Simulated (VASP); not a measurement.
**GaN: vibrations by perturbation theory with PBEsol**

Crystal: GaN.

```xyz
2
Lattice="0.0000 2.2490 2.2490 2.2490 0.0000 2.2490 2.2490 2.2490 0.0000" Properties=species:S:1:pos:R:3 pbc="T T T"
Ga    0.0000    0.0000    0.0000
N     3.3735    3.3735    3.3735
```

```
Program                : VASP 6.6.1
Task                   : vibrations by perturbation theory
Functional             : PBEsol
Potentials or basis    : VASP PAW PBE potentials, release 64 (Ga_d, N)
Cutoff                 : 520 eV
k mesh                 : 8 × 8 × 8
Occupations            : gaussian, width 0.01 eV
Spin                   : no spin polarisation
Dipole correction      : no
Further INCAR settings : ALGO = Normal; EDIFF = 1e-08; IBRION = 8; NSW = 1
```

| Property | Result |
| --- | --- |
| Electronic dielectric tensor (diagonal) | 6.23 |
| Born charges (mean of the diagonal) | Ga +2.66; N -2.66 e |
| Highest phonon frequency at Γ, LO-TO splitting left out | 533 cm⁻¹ |

Phonon frequencies in cm⁻¹ (negative: imaginary):
```tsv
q point	frequencies
(0.000, 0.000, 0.000)	0 0 0 533 533 533
```

Electronic dielectric tensor:
```
6.23 0.00 0.00
0.00 6.23 0.00
0.00 0.00 6.23
```

Born effective charge tensors (e):
atom 1, Ga
```
2.66 0.00 0.00
0.00 2.66 0.00
0.00 0.00 2.66
```
atom 2, N
```
-2.66  0.00  0.00
 0.00 -2.66  0.00
 0.00  0.00 -2.66
```

It took 98 s on 1 thread of Intel(R) Xeon(R) 6975P-C (Granite Rapids) (shared host), peak memory 0.2 GiB.
